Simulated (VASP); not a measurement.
# Co (P6/mmm) in VASP: further runs

Co is run at these levels: PBE, revPBE; tasks: single point.

Program: VASP 6.6.1. These are calculated values, not measurements. Logs are shortened: lines on timing, memory, paths and dates and some standing lists are left out, and cuts for length are marked.

## (1) The cell of the first run

It takes space group P6/mmm (No. 191, hexagonal). The conventional cell has a = 3.361 Å, b = 3.361 Å, c = 2.034 Å, α = 90.00°, β = 90.00°, γ = 120.00°. Within 2.7 Å of Co (site symmetry 6/mmm) lie 14 Co at 2.03 to 2.19 Å. Co (site symmetry -6m2) has 11 Co at 1.94 to 2.19 Å within 2.6 Å.

## (2) Single point, PBE, collinear spin, ferromagnetic start (volume scaled by 0.6)

Input file INCAR:

```
PREC = Accurate ; ENCUT = 520
EDIFF = 1E-6 ; ISMEAR = -1
SIGMA = 0.05 ; LREAL = False
LASPH = True ; NELM = 150
ALGO = Normal ; ISIF = 2
LWAVE = False ; LCHARG = True
ISPIN = 2 ; MAGMOM = 1.7 1.7 1.7
LORBIT = 11 ; LMAXMIX = 4
GGA = PE ; LELF = True
LVHAR = True ; NBANDS = 24
```

Input file KPOINTS:

```
regular mesh
0
Gamma
  10 10 14
```

Input file POSCAR:

```
Co
1.0
    3.3608781892      0.0000000000      0.0000000000
   -1.6804390946      2.9106058909      0.0000000000
    0.0000000000      0.0000000000      2.0338153326
Co
3
Direct
    0.0000000000      0.0000000000      0.0000000000
    0.3333333333      0.6666666667      0.5000000000
    0.6666666667      0.3333333333      0.5000000000
```

Potentials or basis: VASP PAW PBE potentials, release 64 (Co).

The run is started by

```sh
$ cat potpaw_PBE.64/Co/POTCAR > POTCAR
$ mpirun -np 1 vasp_std > vasp.out
```

OUTCAR:

```text
PREC = Accurate
   ENCUT = 520
   EDIFF = 1E-6
   ISMEAR = -1
   LREAL = False
   LASPH = True
   NELM = 150
   ISIF = 2
   ISPIN = 2
   LORBIT = 11
   GGA = PE

 ion  position               nearest neighbor table
   1  0.000  0.000  0.000-   2 2.19   3 2.19   2 2.19   3 2.19   3 2.19   3 2.19   2 2.19   2 2.19
                             3 2.19   3 2.19   2 2.19   2 2.19
   2  0.333  0.667  0.500-   3 1.94   3 1.94   3 1.94   1 2.19   1 2.19   1 2.19   1 2.19   1 2.19
                             1 2.19   3 2.81   3 2.81   3 2.81   3 2.81   3 2.81   3 2.81
   3  0.667  0.333  0.500-   2 1.94   2 1.94   2 1.94   1 2.19   1 2.19   1 2.19   1 2.19   1 2.19
                             1 2.19   2 2.81   2 2.81   2 2.81   2 2.81   2 2.81   2 2.81

  LATTYP: Found a hexagonal cell.
 ALAT       =     3.3608781892
 C/A-ratio  =     0.6051440184

  Lattice vectors:

 A1 = (   3.3608781892,   0.0000000000,   0.0000000000)
 A2 = (  -1.6804390946,   2.9106058909,   0.0000000000)
 A3 = (   0.0000000000,   0.0000000000,   2.0338153326)

Analysis of symmetry for initial positions (statically):
=====================================================================
 Subroutine PRICEL returns:
 Original cell was already a primitive cell.

 Routine SETGRP: Setting up the symmetry group for a
 hexagonal supercell.

 Subroutine GETGRP returns: Found 24 space group operations
 (whereof 24 operations were pure point group operations)
 out of a pool of 24 trial point group operations.

The static configuration has the point symmetry D_6h.

Analysis of symmetry for dynamics (positions and initial velocities):
=====================================================================
 Subroutine PRICEL returns:
 Original cell was already a primitive cell.

 Routine SETGRP: Setting up the symmetry group for a
 hexagonal supercell.

 Subroutine GETGRP returns: Found 24 space group operations
 (whereof 24 operations were pure point group operations)
 out of a pool of 24 trial point group operations.

The dynamic configuration has the point symmetry D_6h.

Analysis of structural, dynamic, and magnetic symmetry:
=====================================================================
 Subroutine PRICEL returns:
 Original cell was already a primitive cell.

 Routine SETGRP: Setting up the symmetry group for a
 hexagonal supercell.

 Subroutine GETGRP returns: Found 24 space group operations
 (whereof 24 operations were pure point group operations)
 out of a pool of 24 trial point group operations.

The overall configuration has the point symmetry D_6h.

 Subroutine INISYM returns: Found 24 space group operations
 (whereof 24 operations are pure point group operations),
 and found     1 'primitive' translations

----------------------------------------------------------------------------------------

                                     Primitive cell

  volume of cell :      19.8952

  direct lattice vectors                    reciprocal lattice vectors
     3.360878189  0.000000000  0.000000000     0.297541280  0.171785538  0.000000000
    -1.680439095  2.910605891  0.000000000     0.000000000  0.343571077  0.000000000
     0.000000000  0.000000000  2.033815333     0.000000000  0.000000000  0.491686725

  length of vectors
     3.360878189  3.360878189  2.033815333     0.343571077  0.343571077  0.491686725

  position of ions in fractional coordinates (direct lattice)
     0.000000000  0.000000000  0.000000000
     0.333333333  0.666666667  0.500000000
     0.666666667  0.333333333  0.500000000

  ion indices of the primitive-cell ions
   primitive index   ion index
                 1           1
                 2           2
                 3           3

----------------------------------------------------------------------------------------

 KPOINTS: regular mesh

Automatic generation of k-mesh.
 Grid dimensions read from file:
 generate k-points for:   10   10   14

 Generating k-lattice:

  Cartesian coordinates                     Fractional coordinates (reciprocal lattice)
     0.029754128  0.017178554  0.000000000     0.100000000 -0.000000000  0.000000000
     0.000000000  0.034357108  0.000000000     0.000000000  0.100000000  0.000000000
     0.000000000  0.000000000  0.035120480     0.000000000  0.000000000  0.071428571

  Length of vectors
     0.034357108  0.034357108  0.035120480

  Shift w.r.t. Gamma in fractional coordinates (k-lattice)
     0.000000000  0.000000000  0.000000000

 Subroutine IBZKPT returns following result:
 ===========================================

 Found    112 irreducible k-points:

 Following reciprocal coordinates:
            Coordinates               Weight
  0.000000  0.000000  0.000000      1.000000
  0.100000  0.000000  0.000000      6.000000
  0.200000  0.000000  0.000000      6.000000
  0.300000  0.000000  0.000000      6.000000
  0.400000  0.000000  0.000000      6.000000
  0.500000  0.000000  0.000000      3.000000
[... 16 lines left out ...]
  0.300000  0.100000  0.071429     24.000000
  0.400000  0.100000  0.071429     24.000000
 [... further k-points ...]
   k-points           NKPTS =    112   k-points in BZ     NKDIM =    112   number of bands    NBANDS=     24
   number of dos      NEDOS =    301   number of ions     NIONS =      3
   total plane-waves  NPLWV =  12544
   dimension x,y,z NGX =    28 NGY =   28 NGZ =   16
   dimension x,y,z NGXF=    56 NGYF=   56 NGZF=   32
   ions per type =               3
   NGX,Y,Z   is equivalent  to a cutoff of  13.85, 13.85, 13.08 a.u.
   NGXF,Y,Z  is equivalent  to a cutoff of  27.70, 27.70, 26.16 a.u.
 SYSTEM =  unknown system
   PREC   = accura    normal or accurate (medium, high low for compatibility)
   ISTART =      0    job   : 0-new  1-cont  2-samecut
   ICHARG =      2    charge: 1-file 2-atom 10-const
   ISPIN  =      2    spin polarized calculation?
   LNONCOLLINEAR =      F non collinear calculations
   LSORBIT =      F    spin-orbit coupling
   LASPH  =      T    aspherical Exc in radial PAW
   ENCUT  =  520.0 eV  38.22 Ry    6.18 a.u.   6.25  6.25  3.78*2*pi/ulx,y,z
   NELM   =    150;   NELMIN=  2; NELMDL= -5     # of ELM steps
   EDIFF  = 0.1E-05   stopping-criterion for ELM
   LREAL  =      F    real-space projection
   EDIFFG = 0.1E-04   stopping-criterion for IOM
   NSW    =      0    number of steps for IOM
   IBRION =     -1    ionic relax: 0-MD 1-quasi-New 2-CG
   NFREE  =      0    steps in history (QN), initial steepest desc. (CG)
   ISIF   =      2    stress and relaxation
   ISYM   =      2    0-nonsym 1-usesym 2-fastsym
   POTIM  = 0.5000    time-step for ionic-motion
   TEBEG  =    0.0;   TEEND  =   0.0 temperature during run
   PSTRESS=    0.0 pullay stress
   NELECT =      27.0000    total number of electrons
   NUPDOWN=      -1.0000    fix difference up-down
   EMIN   =  10.00;   EMAX   =-10.00  energy-range for DOS
   EFERMI =   0.00;   METHOD = LEGACY
   ISMEAR =    -1;   SIGMA  =   0.05  broadening in eV -4-tet -1-fermi 0-gaus
   EFERMI_NEDOS =   21; number of points for ismear=-14 and -15
   IALGO  =     38    algorithm
   IMIX   =      4    mixing-type and parameters
     AMIX     =   0.40;   BMIX     =  1.00
     AMIX_MAG =   1.60;   BMIX_MAG =  1.00
  volume/ion in A,a.u.               =       6.63        44.75
  Fermi-wavevector in a.u.,A,eV,Ry     =   1.812509  3.425145 44.697712  3.285189
  Thomas-Fermi vector in A             =   2.870741
   LORBIT       =     11    0 simple, 1 ext, 2 COOP (PROOUT), +10 PAW based schemes
   GGA     = PE    functional components
   LHFCALC =     F    Hartree Fock is set to
   AEXX    =    0.0000 exact exchange contribution
   IVDW    =     0    specifies the selected vdW correction
   LEPSILON=     F    determine dielectric tensor
   LRPA    =     F    only Hartree local field effects (RPA)
 spin polarized calculation
  energy-cutoff  :      520.00
  volume of cell :       19.90
 maximum number of plane-waves:       553
 NGX is ok and might be reduce to    28
   NGX = 13   NGY = 13   NGZ =  7

 number of electron      27.0000003 magnetization       0.9878796

 Free energy of the ion-electron system (eV)
  ---------------------------------------------------
  ext. energy  EPLUGINS =         0.00000000
  ---------------------------------------------------
  free energy    TOTEN  =       -12.45518528 eV

  energy without entropy =      -12.41867454  energy(sigma->0) =      -12.43692991

 E-fermi :  19.8327     XC(G=0): -16.5765

 val. band max:       19.8323128379   @ k =   0.2000   0.1000   0.0714
 cond. band min:      19.8375570277   @ k =   0.3000   0.0000   0.4286
 fundamental gap:      0.0052441898
 Fermi energy:        19.8326655144

 spin component 1

 k-point     1 :       0.0000    0.0000    0.0000
  band No.  band energies     occupation
      1       7.4569      1.00000
      2      11.7036      1.00000
      3      14.4037      1.00000
      4      14.4037      1.00000
      5      14.4426      1.00000
      6      14.4426      1.00000
[... 16 lines left out ...]
     23      42.7296      0.00000
     24      49.5382      0.00000

 k-point     2 :       0.1000    0.0000    0.0000
  band No.  band energies     occupation
      1       7.6663      1.00000
      2      11.7688      1.00000
      3      13.6512      1.00000
      4      13.9412      1.00000
      5      14.5625      1.00000
      6      15.1469      1.00000
[... 16 lines left out ...]
     23      43.0730      0.00000
     24      48.9935      0.00000

 k-point     3 :       0.2000    0.0000    0.0000
  band No.  band energies     occupation
      1       8.2706      1.00000
      2      11.8747      1.00000
      3      12.8981      1.00000
      4      13.6998      1.00000
      5      14.1632      1.00000
      6      15.1820      1.00000
[... 16 lines left out ...]
     23      44.0588      0.00000
     24      47.3604      0.00000
[... 514 lines left out ...]
 k-point    23 :       0.3000    0.1000    0.0714
  band No.  band energies     occupation
      1      10.0054      1.00000
      2      11.5550      1.00000
      3      12.5722      1.00000
      4      13.3798      1.00000
      5      14.1816      1.00000
      6      14.9449      1.00000
[... 16 lines left out ...]
     23      44.0479      0.00000
     24      45.2380      0.00000

 k-point    24 :       0.4000    0.1000    0.0714
  band No.  band energies     occupation
      1      10.8789      1.00000
      2      11.4162      1.00000
      3      12.0886      1.00000
      4      13.8663      1.00000
      5      14.0475      1.00000
      6      14.4552      1.00000
[... 16 lines left out ...]
     23      44.1957      0.00000
     24      45.7733      0.00000

 [... further k-points ...]

 spin component 2

 k-point     1 :       0.0000    0.0000    0.0000
  band No.  band energies     occupation
      1       7.4930      1.00000
      2      11.9073      1.00000
      3      14.5989      1.00000
      4      14.5989      1.00000
      5      14.6790      1.00000
      6      14.6790      1.00000
[... 16 lines left out ...]
     23      42.8121      0.00000
     24      49.5267      0.00000

 k-point     2 :       0.1000    0.0000    0.0000
  band No.  band energies     occupation
      1       7.7026      1.00000
      2      11.9726      1.00000
      3      13.8651      1.00000
      4      14.1619      1.00000
      5      14.7570      1.00000
      6      15.3591      1.00000
[... 16 lines left out ...]
     23      43.1589      0.00000
     24      48.9906      0.00000

 k-point     3 :       0.2000    0.0000    0.0000
  band No.  band energies     occupation
      1       8.3084      1.00000
      2      12.0760      1.00000
      3      13.1093      1.00000
      4      13.9275      1.00000
      5      14.3391      1.00000
      6      15.4236      1.00000
[... 16 lines left out ...]
     23      44.1536      0.00000
     24      47.3763      0.00000
[... 514 lines left out ...]
 k-point    23 :       0.3000    0.1000    0.0714
  band No.  band energies     occupation
      1      10.0565      1.00000
      2      11.7427      1.00000
      3      12.7460      1.00000
      4      13.5984      1.00000
      5      14.3863      1.00000
      6      15.1982      1.00000
[... 16 lines left out ...]
     23      44.1275      0.00000
     24      45.3492      0.00000

 k-point    24 :       0.4000    0.1000    0.0714
  band No.  band energies     occupation
      1      10.9849      1.00000
      2      11.5636      1.00000
      3      12.2063      1.00000
      4      14.0952      1.00000
      5      14.2737      1.00000
      6      14.7007      1.00000
[... 16 lines left out ...]
     23      44.2479      0.00000
     24      45.8669      0.00000

 [... further k-points ...]

------------------------ aborting loop because EDIFF is reached ----------------------------------------

  FORCE on cell =-STRESS in cart. coord.  units (eV):
  Direction    XX          YY          ZZ          XY          YZ          ZX
  --------------------------------------------------------------------------------------
  -------------------------------------------------------------------------------------
  Total       40.1392790     40.1392790     40.3266433     -0.0000000      0.0000000      0.0000000
  in kB     3232.4547663   3232.4547664   3247.5433961     -0.0000000      0.0000000      0.0000000
  external PRESSURE =    3237.4843096 kB  Pullay stress =       0.0000000 kB

 VOLUME and BASIS-vectors are now :
 -----------------------------------------------------------------------------
  energy-cutoff  :      520.00
  volume of cell :       19.90
      direct lattice vectors                 reciprocal lattice vectors
     3.360878189  0.000000000  0.000000000     0.297541280  0.171785538  0.000000000
    -1.680439095  2.910605891  0.000000000     0.000000000  0.343571077  0.000000000
     0.000000000  0.000000000  2.033815333     0.000000000  0.000000000  0.491686725

 POSITION                                       TOTAL-FORCE (eV/Angst)
 -----------------------------------------------------------------------------------
      0.00000      0.00000      0.00000        -0.000000      0.000000      0.000000
     -0.00000      1.94040      1.01691        -0.000000      0.000000     -0.000000
      1.68044      0.97020      1.01691         0.000000      0.000000      0.000000
 -----------------------------------------------------------------------------------
    total drift:                                0.000000      0.000000     -0.000000

  FREE ENERGIE OF THE ION-ELECTRON SYSTEM (eV)
  ---------------------------------------------------
  free  energy   TOTEN  =       -12.4551852759 eV

  energy  without entropy=      -12.4186745369  energy(sigma->0) =      -12.43692991

 total charge

# of ion       s       p       d       tot
------------------------------------------
    1        0.755   1.115   7.869   9.739
    2        0.785   1.122   7.945   9.852
    3        0.785   1.122   7.945   9.852
--------------------------------------------------
tot          2.324   3.360  23.759  29.443

 magnetization (x)

# of ion       s       p       d       tot
------------------------------------------
    1       -0.001  -0.012   0.354   0.341
    2       -0.002  -0.009   0.312   0.302
    3       -0.002  -0.009   0.312   0.302
--------------------------------------------------
tot         -0.005  -0.030   0.979   0.944
```

Run time: 2.1 min. Hardware: 1 thread of AMD EPYC 9R45 (Zen 5), shared host; peak memory 0.16 GiB.

What came out:

* Free energy: -12.4552 eV
* Pressure: 323.7 GPa
* Band gap on the k mesh: zero (filled and empty bands overlap)
* Net moment: 0.99 μB per cell
* Site moments: Co +0.34, +0.30 μB

## (3) Single point, PBE, collinear spin, ferromagnetic start (volume scaled by 0.76)

Input file INCAR:

```
SYSTEM = Co
PREC = Accurate
ENCUT = 520
EDIFF = 1E-6
ISMEAR = -1
SIGMA = 0.05
LREAL = .False.
LASPH = .True.
NELM = 150
ALGO = Normal
ISIF = 2
LWAVE = .False.
LCHARG = .False.
ISPIN = 2
MAGMOM = 1.7 1.7 1.7
LORBIT = 11
LMAXMIX = 4
GGA = PE
NBANDS = 24
```

Input file KPOINTS:

```
regular mesh
0
Gamma
  10 10 14
  0 0 0
```

Input file POSCAR:

```
Co
1.0
    3.6313356630      0.0000000000      0.0000000000
   -1.8156678315      3.1448289338      0.0000000000
    0.0000000000      0.0000000000      2.2067168637
Co
3
Direct
    0.0000000000      0.0000000000      0.0000000000
    0.3333333333      0.6666666667      0.5000000000
    0.6666666667      0.3333333333      0.5000000000
```

Potentials or basis: VASP PAW PBE potentials, release 64 (Co).

The run is started by

```sh
$ cat potpaw_PBE.64/Co/POTCAR > POTCAR
$ mpirun -np 1 vasp_std > vasp.out
```

Wall time 2 min (1 thread of AMD EPYC 9R45 (Zen 5), shared host); peak memory 0.17 GiB.

The run converged. Its results:

| Quantity | Value |
| --- | --- |
| Free energy | -18.9151 eV |
| Pressure | 102.9 GPa |
| Net moment | 4.01 μB per cell |
| Site moments | Co +1.39, +1.27 μB |
| Valence electrons inside the program's atomic spheres | Co 8.86, 8.97 |

Stress tensor (GPa, compression positive):
```
102.76   0.00   0.00
  0.00 102.76   0.00
  0.00   0.00 103.24
```

Levels at points of the mesh, in eV from the Fermi level:
Spin up:
```tsv
k point	band 13	band 14	band 15	band 16	band 17	band 18	band 19	band 20
(0.00, 0.00, 0.00)	-1.99	-1.99	-0.21	-0.21	8.06	8.06	8.10	8.10
(0.50, 0.00, 0.00)	-0.76	-0.73	-0.63	-0.32	-0.04	0.06	9.36	18.42
(0.00, 0.00, 0.50)	-0.38	-0.38	0.64	1.80	3.09	12.09	12.84	12.84
(0.50, 0.00, 0.50)	-0.75	-0.26	0.30	2.18	3.01	6.99	8.50	11.02
```
Spin down:
| k point | band 10 | band 11 | band 12 | band 13 | band 14 | band 15 |
| --- | --- | --- | --- | --- | --- | --- |
| (0.00, 0.00, 0.00) | -1.39 | -0.52 | -0.52 | -0.44 | -0.44 | 1.54 |
| (0.50, 0.00, 0.00) | -0.35 | -0.29 | 0.12 | 0.55 | 0.98 | 1.02 |
| (0.00, 0.00, 0.50) | -1.53 | 0.84 | 0.84 | 1.16 | 1.16 | 1.79 |
| (0.50, 0.00, 0.50) | -0.90 | -0.33 | 0.45 | 0.97 | 1.42 | 1.63 |

(Part 1 of 2 ends here.)
